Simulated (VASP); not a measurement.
# BP in VASP: notebook, part 3 of 3

VASP 6.6.1. Earlier steps stand in the parts before.

**5. Electric field gradients, LDA (equal xx and yy strain of -3 %)**

INCAR

```
PREC = Accurate ; ENCUT = 520
EDIFF = 1E-8 ; ISMEAR = -1
SIGMA = 0.05 ; LREAL = F
LASPH = T ; NELM = 60
ALGO = Normal ; ISIF = 2
LWAVE = F ; LCHARG = F
GGA = CA ; LEFG = T
NBANDS = 11
```

KPOINTS

```
Automatic mesh
0
Gamma
  15 15 15
```

POSCAR

```
BP
1.0
    0.0000000000      2.2009300000      2.2690000000
    2.2009300000      0.0000000000      2.2690000000
    2.2009300000      2.2009300000      0.0000000000
B P
1 1
Direct
    0.0000000000      0.0000000000      0.0000000000
    0.7500000000      0.7500000000      0.7500000000
```

Potentials or basis: VASP PAW LDA potentials, release 64 (B, P).

Run with:

```bash
cat potpaw_LDA.64/B/POTCAR potpaw_LDA.64/P/POTCAR > POTCAR
mpirun -np 1 vasp_std > vasp.out
```

OUTCAR:

```text
PREC = Accurate
   ENCUT = 520
   EDIFF = 1E-8
   ISMEAR = -1
   LREAL = F
   LASPH = T
   NELM = 60
   ISIF = 2
   GGA = CA

 ion  position               nearest neighbor table
   1  0.000  0.000  0.000-   2 1.93   2 1.93   2 1.93   2 1.93
   2  0.750  0.750  0.750-   1 1.93   1 1.93   1 1.93   1 1.93

  LATTYP: Found a body centered tetragonal cell.
 ALAT       =     3.1125850558
 C/A-ratio  =     1.4579521262

  Lattice vectors:

 A1 = (  -2.2009300000,   0.0000000000,   2.2690000000)
 A2 = (   2.2009300000,   0.0000000000,   2.2690000000)
 A3 = (   0.0000000000,   2.2009300000,  -2.2690000000)

Analysis of symmetry for initial positions (statically):
=====================================================================
 Subroutine PRICEL returns:
 Original cell was already a primitive cell.

 Routine SETGRP: Setting up the symmetry group for a
 body centered tetragonal supercell.

 Subroutine GETGRP returns: Found  8 space group operations
 (whereof  8 operations were pure point group operations)
 out of a pool of 16 trial point group operations.

The static configuration has the point symmetry D_2d.

Analysis of symmetry for dynamics (positions and initial velocities):
=====================================================================
 Subroutine PRICEL returns:
 Original cell was already a primitive cell.

 Routine SETGRP: Setting up the symmetry group for a
 body centered tetragonal supercell.

 Subroutine GETGRP returns: Found  8 space group operations
 (whereof  8 operations were pure point group operations)
 out of a pool of 16 trial point group operations.

The dynamic configuration has the point symmetry D_2d.

 Subroutine INISYM returns: Found  8 space group operations
[... 162 lines left out ...]
     10      20.0725      0.00000
     11      20.9403      0.00000
[... 309 lines left out ...]
 k-point    24 :       0.2000    0.1333    0.0000
  band No.  band energies     occupation
      1      -7.0619      2.00000
      2       5.4714      2.00000
      3       6.4883      2.00000
      4       6.6742      2.00000
      5      11.0588      0.00000
      6      13.9707      0.00000
      7      14.1197      0.00000
      8      15.3272      0.00000
      9      19.1658      0.00000
     10      21.3424      0.00000
     11      21.9187      0.00000

 [... further k-points ...]
[... 5 lines left out ...]
  --------------------------------------------------------------------------------------
  -------------------------------------------------------------------------------------
  Total        1.1328996      1.1328996     -0.0906425      0.0000000      0.0000000      0.0000000
  in kB       82.5705297     82.5705297     -6.6064071      0.0000000      0.0000000      0.0000000
  external PRESSURE =      52.8448841 kB  Pullay stress =       0.0000000 kB

 VOLUME and BASIS-vectors are now :
 -----------------------------------------------------------------------------
  energy-cutoff  :      520.00
  volume of cell :       21.98
      direct lattice vectors                 reciprocal lattice vectors
     0.000000000  2.200930000  2.269000000    -0.227176693  0.227176693  0.220361393
     2.200930000  0.000000000  2.269000000     0.227176693 -0.227176693  0.220361393
     2.200930000  2.200930000  0.000000000     0.227176693  0.227176693 -0.220361393

 POSITION                                       TOTAL-FORCE (eV/Angst)
 -----------------------------------------------------------------------------------
      0.00000      0.00000      0.00000         0.000000      0.000000      0.000000
      3.30140      3.30140      3.40350        -0.000000     -0.000000     -0.000000
 -----------------------------------------------------------------------------------
    total drift:                                0.000000      0.000000     -0.000000

  FREE ENERGIE OF THE ION-ELECTRON SYSTEM (eV)
  ---------------------------------------------------
  free  energy   TOTEN  =       -14.3767949520 eV

  energy  without entropy=      -14.3767945383  energy(sigma->0) =      -14.37679475

 Electric field gradients (V/A^2)
---------------------------------------------------------------------
 ion       V_xx      V_yy      V_zz      V_xy      V_xz      V_yz
---------------------------------------------------------------------
   1      -0.144    -0.144     0.288     0.000     0.000     0.000
   2      -0.734    -0.734     1.468    -0.000    -0.000    -0.000
---------------------------------------------------------------------

 Electric field gradients after diagonalization (V/A^2)
 (convention: |V_zz| > |V_xx| > |V_yy|)
----------------------------------------------------------------------
 ion       V_xx      V_yy      V_zz     asymmetry (V_yy - V_xx)/ V_zz
----------------------------------------------------------------------
   1      -0.144    -0.144     0.288       0.000
   2      -0.734    -0.733     1.468       0.001
----------------------------------------------------------------------

           NMR quadrupolar parameters

 Cq : quadrupolar parameter    Cq=e*Q*V_zz/h
 eta: asymmetry parameters     (V_yy - V_xx)/ V_zz
 Q  : nuclear electric quadrupole moment in mb (millibarn)
----------------------------------------------------------------------
 ion       Cq(MHz)       eta       Q (mb)
----------------------------------------------------------------------
   1       0.001       0.000       1.000
   2       0.004       0.001       1.000
----------------------------------------------------------------------
```

It took 29 s on 1 thread of Intel Xeon 6975P-C, shared host; peak memory 0.18 GiB.

Results:

```
Free energy            : -14.3768 eV
Pressure               : 5.3 GPa
Band gap on the k mesh : 0.88 eV, indirect (least direct gap 3.32 eV)
```

Stress tensor (GPa, compression positive):
```
 8.26  0.00  0.00
 0.00  8.26  0.00
 0.00  0.00 -0.66
```

Levels at points of the mesh, in eV from the valence-band top:
| k point | band 1 | band 2 | band 3 | band 4 | band 5 | band 6 | band 7 | band 8 |
| --- | --- | --- | --- | --- | --- | --- | --- | --- |
| (0.00, 0.00, 0.00) | -16.04 | -0.32 | 0.00 | 0.00 | 3.32 | 3.32 | 3.49 | 8.19 |

Electric field gradients, principal values (V/Å²):
```tsv
atom	least	middle	greatest (by size)
1 B	-0.144	-0.144	0.288
2 P	-0.733	-0.734	1.468
```

Caveat: the cell differs from its parent crystal (equal xx and yy strain of -3 %); without QUAD_EFG the Cq values of the log hold for a quadrupole moment of 1 mb, not for the nuclei.

**6. The runs side by side**

| cell | gap on the mesh (eV) | pressure (GPa) |
| --- | --- | --- |
| a = 3.230 Å, angles 60.0°, 2 atoms | 1.21 | -8.3 |
| a = 3.220 Å, angles 60.0°, 2 atoms | 1.20 | -6.8 |
| a = 3.161, b = 3.161, c = 3.113 Å, angles 60.5, 60.5, 59.0°, 2 atoms | 0.88 | 5.3 |

Alike in all rows: task electric field gradients; level LDA; potentials or basis VASP PAW LDA potentials, release 64 (B, P); no spin polarisation; k mesh 15 × 15 × 15; cutoff (eV) 520; smearing fermi-dirac 0.05 eV.

Absolute energies hang on the potentials; compare differences alone.
